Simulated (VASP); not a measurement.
# RuSe (Fm-3m) in VASP: notebook, part 2 of 2

VASP 6.6.1.

## 3. Single point, r2SCAN+U, collinear spin, zero start

POSCAR

```
RuSe
1.0
    0.0000000000      2.6776164100      2.6776164100
    2.6776164100      0.0000000000      2.6776164100
    2.6776164100      2.6776164100      0.0000000000
Ru Se
1 1
Direct
    0.5000000000      0.5000000000      0.5000000000
    0.0000000000      0.0000000000      0.0000000000
```

INCAR.step1

```
SYSTEM = RuSe
PREC = Accurate ; ENCUT = 520
ISMEAR = 0 ; SIGMA = 0.05
LREAL = .False. ; LASPH = .True.
NELM = 150 ; ISPIN = 2
MAGMOM = 0 0 ; NUPDOWN = 0.0
LMAXMIX = 4 ; LDAU = .True.
LDAUTYPE = 2 ; LDAUL = 2 -1
LDAUU = 4 0 ; LDAUJ = 0 0
NBANDS = 21 ; GGA = PE
ALGO = Normal ; EDIFF = 1E-4
LWAVE = .True. ; LCHARG = .False.
```

INCAR.step2

```
SYSTEM = RuSe
PREC = Accurate ; ENCUT = 520
EDIFF = 1E-7 ; ISMEAR = 0
SIGMA = 0.05 ; LREAL = .False.
LASPH = .True. ; NELM = 150
ALGO = Normal ; ISIF = 2
LWAVE = .False. ; LCHARG = .False.
ISPIN = 2 ; MAGMOM = 0 0
LORBIT = 11 ; NUPDOWN = 0.0
LMAXMIX = 4 ; LDAU = .True.
LDAUTYPE = 2 ; LDAUL = 2 -1
LDAUU = 4 0 ; LDAUJ = 0 0
LDAUPRINT = 1 ; METAGGA = R2SCAN
LMIXTAU = .True. ; NBANDS = 21
ISTART = 1
```

KPOINTS

```
regular mesh
0
Gamma
  6 6 6
  0 0 0
```

Potentials or basis: VASP PAW PBE potentials, release 64 (Ru_pv, Se).

Run with:

```bash
$ cat potpaw_PBE.64/Ru_pv/POTCAR potpaw_PBE.64/Se/POTCAR > POTCAR
$ cp INCAR.step1 INCAR
$ mpirun -np 1 vasp_std > vasp.out
$ cp INCAR.step2 INCAR
$ mpirun -np 1 vasp_std > vasp.out
```

OUTCAR:

```text
SYSTEM = RuSe
   PREC = Accurate
   ENCUT = 520
   EDIFF = 1E-7
   ISMEAR = 0
   LREAL = .False.
   LASPH = .True.
   NELM = 150
   ISIF = 2
   ISPIN = 2
   LORBIT = 11
   NUPDOWN = 0.0
   METAGGA = R2SCAN
   ISTART = 1

 ion  position               nearest neighbor table
   1  0.500  0.500  0.500-   2 2.68   2 2.68   2 2.68   2 2.68   2 2.68   2 2.68
   2  0.000  0.000  0.000-   1 2.68   1 2.68   1 2.68   1 2.68   1 2.68   1 2.68

  LATTYP: Found a face centered cubic cell.
 ALAT       =     5.3552328200

  Lattice vectors:

 A1 = (   0.0000000000,   2.6776164100,   2.6776164100)
 A2 = (   2.6776164100,   0.0000000000,   2.6776164100)
 A3 = (   2.6776164100,   2.6776164100,   0.0000000000)

Analysis of symmetry for initial positions (statically):
=====================================================================
 Subroutine PRICEL returns:
 Original cell was already a primitive cell.

 Routine SETGRP: Setting up the symmetry group for a
 face centered cubic supercell.

 Subroutine GETGRP returns: Found 48 space group operations
 (whereof 48 operations were pure point group operations)
 out of a pool of 48 trial point group operations.

The static configuration has the point symmetry O_h .

Analysis of symmetry for dynamics (positions and initial velocities):
=====================================================================
 Subroutine PRICEL returns:
 Original cell was already a primitive cell.

 Routine SETGRP: Setting up the symmetry group for a
 face centered cubic supercell.

 Subroutine GETGRP returns: Found 48 space group operations
 (whereof 48 operations were pure point group operations)
 out of a pool of 48 trial point group operations.

The dynamic configuration has the point symmetry O_h .

Analysis of structural, dynamic, and magnetic symmetry:
=====================================================================
 Subroutine PRICEL returns:
 Original cell was already a primitive cell.

[... 179 lines left out ...]
  ext. energy  EPLUGINS =         0.00000000
  ---------------------------------------------------
  free energy    TOTEN  =       -35.48571252 eV

  energy without entropy =      -35.48571252  energy(sigma->0) =      -35.48571252

 E-fermi :   6.2419     XC(G=0): -11.7973

 val. band max:        6.0277869219   @ k =  -0.1667   0.1667   0.0000
 cond. band min:       6.4524648366   @ k =   0.0000   0.0000   0.0000
 fundamental gap:      0.4246779147
 Fermi energy:         6.2418946122

 spin component 1

 k-point     1 :       0.0000    0.0000    0.0000
  band No.  band energies     occupation
      1     -36.6049      1.00000
      2     -36.6049      1.00000
      3     -36.6049      1.00000
      4      -8.1483      1.00000
      5       3.7263      1.00000
      6       3.7264      1.00000
[... 373 lines left out ...]
     20      22.9105      0.00000
     21      25.8917      0.00000
 Fermi energy:         6.2418946122

 spin component 2

 k-point     1 :       0.0000    0.0000    0.0000
  band No.  band energies     occupation
      1     -36.6049      1.00000
      2     -36.6049      1.00000
      3     -36.6049      1.00000
      4      -8.1483      1.00000
      5       3.7263      1.00000
      6       3.7264      1.00000
[... 373 lines left out ...]
     20      22.9105      0.00000
     21      25.8917      0.00000

------------------------ aborting loop because EDIFF is reached ----------------------------------------

  FORCE on cell =-STRESS in cart. coord.  units (eV):
  Direction    XX          YY          ZZ          XY          YZ          ZX
  --------------------------------------------------------------------------------------
  -------------------------------------------------------------------------------------
  Total       -1.0593624     -1.0593624     -1.0593624      0.0000000      0.0000000      0.0000000
  in kB      -44.2058822    -44.2058822    -44.2058822      0.0000000      0.0000000      0.0000000
  external PRESSURE =     -44.2058822 kB  Pullay stress =       0.0000000 kB

 VOLUME and BASIS-vectors are now :
 -----------------------------------------------------------------------------
  energy-cutoff  :      520.00
  volume of cell :       38.40
      direct lattice vectors                 reciprocal lattice vectors
     0.000000000  2.677616410  2.677616410    -0.186733245  0.186733245  0.186733245
     2.677616410  0.000000000  2.677616410     0.186733245 -0.186733245  0.186733245
     2.677616410  2.677616410  0.000000000     0.186733245  0.186733245 -0.186733245

 POSITION                                       TOTAL-FORCE (eV/Angst)
 -----------------------------------------------------------------------------------
      2.67762      2.67762      2.67762         0.000000     -0.000000     -0.000000
      0.00000      0.00000      0.00000        -0.000000      0.000000      0.000000
 -----------------------------------------------------------------------------------
    total drift:                                0.000000      0.000000      0.000000

  FREE ENERGIE OF THE ION-ELECTRON SYSTEM (eV)
  ---------------------------------------------------
  free  energy   TOTEN  =       -35.4857125195 eV

  energy  without entropy=      -35.4857125195  energy(sigma->0) =      -35.48571252

 total charge

# of ion       s       p       d       tot
------------------------------------------
    1        0.212   6.116   6.055  12.383
    2        1.423   2.465   0.037   3.925
--------------------------------------------------
tot          1.634   8.581   6.092  16.307

 magnetization (x)

# of ion       s       p       d       tot
------------------------------------------
    1       -0.000  -0.000  -0.000  -0.000
    2        0.000   0.000   0.000   0.000
--------------------------------------------------
tot          0.000   0.000  -0.000   0.000
```

It took 2.6 min on 1 thread of Intel Xeon 8259CL, shared host; peak memory 0.19 GiB.

Results:

```
Free energy                                           : -35.4857 eV
Pressure                                              : -4.4 GPa
Net moment                                            : 0.00 μB per cell
Valence electrons inside the program's atomic spheres : Ru 12.38; Se 3.92
```

Eigenvalues of the final occupation matrices:
```
    site  spin  trace               eigenvalues
site 1 d     1   3.05  0.21 0.21 0.87 0.87 0.87
site 1 d     2   3.05  0.21 0.21 0.87 0.87 0.87
```

Caveat: the cell stands under tension; the PAW data sets were made with another functional, which shifts forces and pressure a little; the total moment is fixed, so each spin has its own Fermi level.
